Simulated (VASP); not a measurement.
# ZrB (P6_3/mmc) in VASP: relaxation of cell and atoms with r2SCAN

Aim: the relaxation of cell and atoms of ZrB with r2SCAN.

Program: VASP 6.6.1. These are calculated values, not measurements. Logs are shortened: lines on timing, memory, paths and dates and some standing lists are left out, and cuts for length are marked.

## (1) The cell of the first run

The structure is hexagonal, space group P6_3/mmc (No. 194). The conventional cell has a = 3.476 Å, b = 3.476 Å, c = 5.661 Å, α = 90.00°, β = 90.00°, γ = 120.00°. Zr (site symmetry -3m) has 6 B at 2.46 Å and 2 Zr at 2.83 Å within 3.2 Å. B (site symmetry -6m2) has 6 Zr at 2.46 Å within 3.2 Å.

## (2) Relaxation of cell and atoms, r2SCAN

File POSCAR:

```
ZrB
1.0
    3.4761611204      0.0000000000      0.0000000000
   -1.7380805602      3.0104438380      0.0000000000
    0.0000000000      0.0000000000      5.6606413779
Zr B
2 2
Direct
    0.0000000000      0.0000000000      0.0000000000
    0.0000000000      0.0000000000      0.5000000000
    0.3333333333      0.6666666667      0.2500000000
    0.6666666667      0.3333333333      0.7500000000
```

File INCAR.step1:

```
SYSTEM = ZrB
PREC = Accurate ; ENCUT = 600
ISMEAR = 0 ; SIGMA = 0.1
LREAL = .False. ; LASPH = .True.
NELM = 100 ; GGA = PE
ALGO = Normal ; EDIFF = 1E-4
LWAVE = .True. ; LCHARG = .False.
```

File INCAR.step2:

```
SYSTEM = ZrB
PREC = Accurate ; ENCUT = 600
EDIFF = 1E-6 ; ISMEAR = 0
SIGMA = 0.1 ; LREAL = .False.
LASPH = .True. ; NELM = 100
ALGO = Normal ; ISIF = 3
LWAVE = .False. ; LCHARG = .False.
METAGGA = R2SCAN ; LMIXTAU = .True.
IBRION = 2 ; NSW = 65
EDIFFG = -0.01 ; ISTART = 1
```

File KPOINTS:

```
regular mesh
0
Gamma
  12 12 6
  0 0 0
```

Potentials or basis: VASP PAW PBE potentials, release 64 (Zr_sv, B).

Command:

```bash
> cat potpaw_PBE.64/Zr_sv/POTCAR potpaw_PBE.64/B/POTCAR > POTCAR
> cp INCAR.step1 INCAR
> mpirun -np 1 vasp_std > vasp.out
> cp INCAR.step2 INCAR
> mpirun -np 1 vasp_std > vasp.out
```

OUTCAR:

```text
SYSTEM = ZrB
   PREC = Accurate
   ENCUT = 600
   EDIFF = 1E-6
   ISMEAR = 0
   LREAL = .False.
   LASPH = .True.
   NELM = 100
   ISIF = 3
   METAGGA = R2SCAN
   IBRION = 2
   NSW = 65
   EDIFFG = -0.01
   ISTART = 1

 ion  position               nearest neighbor table
   1  0.000  0.000  0.000-   3 2.46   4 2.46   4 2.46   3 2.46   4 2.46   3 2.46   2 2.83   2 2.83

   2  0.000  0.000  0.500-   3 2.46   4 2.46   4 2.46   3 2.46   4 2.46   3 2.46   1 2.83   1 2.83

   3  0.333  0.667  0.250-   1 2.46   2 2.46   1 2.46   2 2.46   1 2.46   2 2.46
   4  0.667  0.333  0.750-   1 2.46   2 2.46   1 2.46   2 2.46   1 2.46   2 2.46

  LATTYP: Found a hexagonal cell.
 ALAT       =     3.4761611204
 C/A-ratio  =     1.6284174357

  Lattice vectors:

 A1 = (   3.4761611204,   0.0000000000,   0.0000000000)
 A2 = (  -1.7380805602,   3.0104438380,   0.0000000000)
 A3 = (   0.0000000000,   0.0000000000,   5.6606413779)

Analysis of symmetry for initial positions (statically):
=====================================================================
 Subroutine PRICEL returns:
 Original cell was already a primitive cell.

 Routine SETGRP: Setting up the symmetry group for a
 hexagonal supercell.

 Subroutine GETGRP returns: Found 24 space group operations
 (whereof 12 operations were pure point group operations)
 out of a pool of 24 trial point group operations.

The static configuration has the point symmetry D_3d.
 The point group associated with its full space group is D_6h.

Analysis of symmetry for dynamics (positions and initial velocities):
=====================================================================
 Subroutine PRICEL returns:
 Original cell was already a primitive cell.

 Routine SETGRP: Setting up the symmetry group for a
 hexagonal supercell.

 Subroutine GETGRP returns: Found 24 space group operations
 (whereof 12 operations were pure point group operations)
 out of a pool of 24 trial point group operations.

The dynamic configuration has the point symmetry D_3d.
 The point group associated with its full space group is D_6h.

 Subroutine INISYM returns: Found 24 space group operations
 (whereof 12 operations are pure point group operations),
 and found     1 'primitive' translations

----------------------------------------------------------------------------------------

                                     Primitive cell

  volume of cell :      59.2374

  direct lattice vectors                    reciprocal lattice vectors
     3.476161120  0.000000000  0.000000000     0.287673662  0.166088466  0.000000000
    -1.738080560  3.010443838  0.000000000     0.000000000  0.332176933  0.000000000
     0.000000000  0.000000000  5.660641378     0.000000000  0.000000000  0.176658427

  length of vectors
     3.476161120  3.476161120  5.660641378     0.332176933  0.332176933  0.176658427

  position of ions in fractional coordinates (direct lattice)
     0.000000000  0.000000000  0.000000000
     0.000000000  0.000000000  0.500000000
     0.333333333  0.666666667  0.250000000
     0.666666667  0.333333333  0.750000000

  ion indices of the primitive-cell ions
   primitive index   ion index
                 1           1
                 2           2
                 3           3
                 4           4

----------------------------------------------------------------------------------------

 KPOINTS: regular mesh

Automatic generation of k-mesh.
 Grid dimensions read from file:
 generate k-points for:   12   12    6

 Generating k-lattice:

  Cartesian coordinates                     Fractional coordinates (reciprocal lattice)
     0.023972805  0.013840706  0.000000000     0.083333333  0.000000000  0.000000000
     0.000000000  0.027681411  0.000000000     0.000000000  0.083333333  0.000000000
     0.000000000  0.000000000  0.029443071     0.000000000  0.000000000  0.166666667

  Length of vectors
     0.027681411  0.027681411  0.029443071

  Shift w.r.t. Gamma in fractional coordinates (k-lattice)
     0.000000000  0.000000000  0.000000000

 Subroutine IBZKPT returns following result:
 ===========================================

 Found     76 irreducible k-points:

 Following reciprocal coordinates:
            Coordinates               Weight
  0.000000  0.000000  0.000000      1.000000
  0.083333  0.000000  0.000000      6.000000
  0.166667  0.000000  0.000000      6.000000
  0.250000  0.000000  0.000000      6.000000
  0.333333  0.000000  0.000000      6.000000
  0.416667  0.000000  0.000000      6.000000
[... 16 lines left out ...]
  0.250000  0.000000  0.166667     12.000000
  0.333333  0.000000  0.166667     12.000000
 [... further k-points ...]
   k-points           NKPTS =     76   k-points in BZ     NKDIM =     76   number of bands    NBANDS=     19
   number of dos      NEDOS =    301   number of ions     NIONS =      4
   total plane-waves  NPLWV =  37632
   dimension x,y,z NGX =    28 NGY =   28 NGZ =   48
   dimension x,y,z NGXF=    56 NGYF=   56 NGZF=   96
   ions per type =               2   2
   NGX,Y,Z   is equivalent  to a cutoff of  13.39, 13.39, 14.10 a.u.
   NGXF,Y,Z  is equivalent  to a cutoff of  26.78, 26.78, 28.19 a.u.
 SYSTEM =  ZrB
   PREC   = accura    normal or accurate (medium, high low for compatibility)
   ISTART =      1    job   : 0-new  1-cont  2-samecut
   ICHARG =      0    charge: 1-file 2-atom 10-const
   ISPIN  =      1    spin polarized calculation?
   LNONCOLLINEAR =      F non collinear calculations
   LSORBIT =      F    spin-orbit coupling
   LASPH  =      T    aspherical Exc in radial PAW
   ENCUT  =  600.0 eV  44.10 Ry    6.64 a.u.   6.94  6.94 11.31*2*pi/ulx,y,z
   NELM   =    100;   NELMIN=  2; NELMDL=  0     # of ELM steps
   EDIFF  = 0.1E-05   stopping-criterion for ELM
   LREAL  =      F    real-space projection
   EDIFFG = -.1E-01   stopping-criterion for IOM
   NSW    =     65    number of steps for IOM
   IBRION =      2    ionic relax: 0-MD 1-quasi-New 2-CG
   NFREE  =      1    steps in history (QN), initial steepest desc. (CG)
   ISIF   =      3    stress and relaxation
   ISYM   =      2    0-nonsym 1-usesym 2-fastsym
   POTIM  = 0.5000    time-step for ionic-motion
   TEBEG  =    0.0;   TEEND  =   0.0 temperature during run
   PSTRESS=    0.0 pullay stress
   NELECT =      30.0000    total number of electrons
   NUPDOWN=      -1.0000    fix difference up-down
   EMIN   =  10.00;   EMAX   =-10.00  energy-range for DOS
   EFERMI =   0.00;   METHOD = LEGACY
   ISMEAR =     0;   SIGMA  =   0.10  broadening in eV -4-tet -1-fermi 0-gaus
   EFERMI_NEDOS =   21; number of points for ismear=-14 and -15
   IALGO  =     38    algorithm
   IMIX   =      4    mixing-type and parameters
     AMIX     =   0.40;   BMIX     =  1.00
     AMIX_MAG =   1.60;   BMIX_MAG =  1.00
  volume/ion in A,a.u.               =      14.81        99.94
  Fermi-wavevector in a.u.,A,eV,Ry     =   1.304918  2.465937 23.168150  1.702811
  Thomas-Fermi vector in A             =   2.435822
   LORBIT       =      0    0 simple, 1 ext, 2 COOP (PROOUT), +10 PAW based schemes
   METAGGA = R2SCAN    functional components
   LHFCALC =     F    Hartree Fock is set to
   AEXX    =    0.0000 exact exchange contribution
   IVDW    =     0    specifies the selected vdW correction
   LEPSILON=     F    determine dielectric tensor
   LRPA    =     F    only Hartree local field effects (RPA)
 conjugate gradient relaxation of ions
 non-spin polarized calculation
 Gauss-broadening in eV      SIGMA  =   0.10
  energy-cutoff  :      600.00
  volume of cell :       59.24
 maximum number of plane-waves:      1992
 NGX is ok and might be reduce to    28
   NGX = 13   NGY = 13   NGZ = 23

--------------------------------------- Ionic step        1  -------------------------------------------

 number of electron      30.0000000 magnetization

 Free energy of the ion-electron system (eV)
  ---------------------------------------------------
  ext. energy  EPLUGINS =         0.00000000
  ---------------------------------------------------
  free energy    TOTEN  =       -59.82217391 eV

  energy without entropy =      -59.81011118  energy(sigma->0) =      -59.81614254

------------------------ aborting loop because EDIFF is reached ----------------------------------------

  FORCE on cell =-STRESS in cart. coord.  units (eV):
  Direction    XX          YY          ZZ          XY          YZ          ZX
  --------------------------------------------------------------------------------------
  -------------------------------------------------------------------------------------
  Total       -0.5268083     -0.5268083      9.3391973      0.0000000      0.0000000      0.0000000
  in kB      -14.2484346    -14.2484346    252.5946001      0.0000000      0.0000000      0.0000000
  external PRESSURE =      74.6992436 kB  Pullay stress =       0.0000000 kB
[... 289 lines left out ...]
  energy  without entropy=      -60.2125525240  energy(sigma->0) =      -60.22021139

--------------------------------------- Ionic step        9  -------------------------------------------

 number of electron      30.0000000 magnetization

 Free energy of the ion-electron system (eV)
  ---------------------------------------------------
  ext. energy  EPLUGINS =         0.00000000
  ---------------------------------------------------
  free energy    TOTEN  =       -60.22788129 eV

  energy without entropy =      -60.21257570  energy(sigma->0) =      -60.22022849

 E-fermi :   7.4270     XC(G=0): -11.9795

 val. band max:        7.4125842614   @ k =   0.4167   0.0833   0.3333
 cond. band min:       7.4363512537   @ k =   0.3333   0.0000   0.0000
 fundamental gap:      0.0237669923
 Fermi energy:         7.4270374282

 k-point     1 :       0.0000    0.0000    0.0000
  band No.  band energies     occupation
      1     -42.2564      2.00000
      2     -42.1744      2.00000
      3     -20.0522      2.00000
      4     -19.4071      2.00000
      5     -19.4071      2.00000
      6     -19.3228      2.00000
[... 11 lines left out ...]
     18       9.6623      0.00000
     19       9.9553      0.00000
[... 489 lines left out ...]
      3     -19.9134      2.00000
      4     -19.7933      2.00000
      5     -19.6879      2.00000
      6     -19.4915      2.00000
[... 11 lines left out ...]
     18       9.8255      0.00000
     19      11.3932      0.00000

 [... further k-points ...]
[... 5 lines left out ...]
  --------------------------------------------------------------------------------------
  -------------------------------------------------------------------------------------
  Total        0.0105853      0.0105853     -0.0036445      0.0000000      0.0000000      0.0000000
  in kB        0.2746547      0.2746547     -0.0945637      0.0000000      0.0000000      0.0000000
  external PRESSURE =       0.1515819 kB  Pullay stress =       0.0000000 kB
[... 19 lines left out ...]
  FREE ENERGIE OF THE ION-ELECTRON SYSTEM (eV)
  ---------------------------------------------------
  free  energy   TOTEN  =       -60.2278812852 eV

  energy  without entropy=      -60.2125756989  energy(sigma->0) =      -60.22022849

 reached required accuracy - stopping structural energy minimisation
```

Run time: 17 min. Hardware: 1 thread of Intel Xeon 6975P-C (Granite Rapids), shared host; peak memory 0.28 GiB.

Results:

* Free energy: -60.2279 eV
* Relaxed volume: 15.44 Å³/atom
* Relaxed cell: a = 3.395 Å, b = 3.395 Å, c = 6.184 Å, α = 90.00°, β = 90.00°, γ = 120.00°
* Space group after relaxing (to 0.1 Å): P6_3/mmc (No. 194)
* Energy gained by relaxing: 101.4 meV/atom
* Ionic steps: 9
* Pressure after relaxing: 0.0 GPa
* Band gap on the k mesh: zero (bands 15 and 16 overlap by 3.04 eV)

The path:
```csv
step,energy change (eV),largest force (eV/Å),pressure (GPa),volume (Å³)
1,0.0000,0.0000,7.47,59.24
2,-0.3349,0.0000,-6.57,65.07
3,-0.3650,0.0000,-3.76,63.60
4,-0.3990,0.0000,1.91,60.92
5,-0.4056,0.0000,0.21,61.67
6,-0.4056,0.0000,0.13,61.71
7,-0.4057,0.0000,-0.10,61.81
8,-0.4057,0.0000,-0.08,61.79
9,-0.4057,0.0000,0.02,61.75
```

Final structure:
```cif
data_structure
_symmetry_space_group_name_H-M 'P 1'
_symmetry_Int_Tables_number 1
_cell_length_a 3.3955
_cell_length_b 3.3955
_cell_length_c 6.1843
_cell_angle_alpha 90.000
_cell_angle_beta 90.000
_cell_angle_gamma 120.000
_cell_volume 61.75
loop_
_atom_site_label
_atom_site_type_symbol
_atom_site_fract_x
_atom_site_fract_y
_atom_site_fract_z
_atom_site_occupancy
Zr1 Zr 0.00000 0.00000 0.00000 1
Zr2 Zr 0.00000 0.00000 0.50000 1
B1 B 0.33333 0.66667 0.25000 1
B2 B 0.66667 0.33333 0.75000 1
```

Caveat: the PAW data sets were made with another functional, which shifts forces and pressure a little.
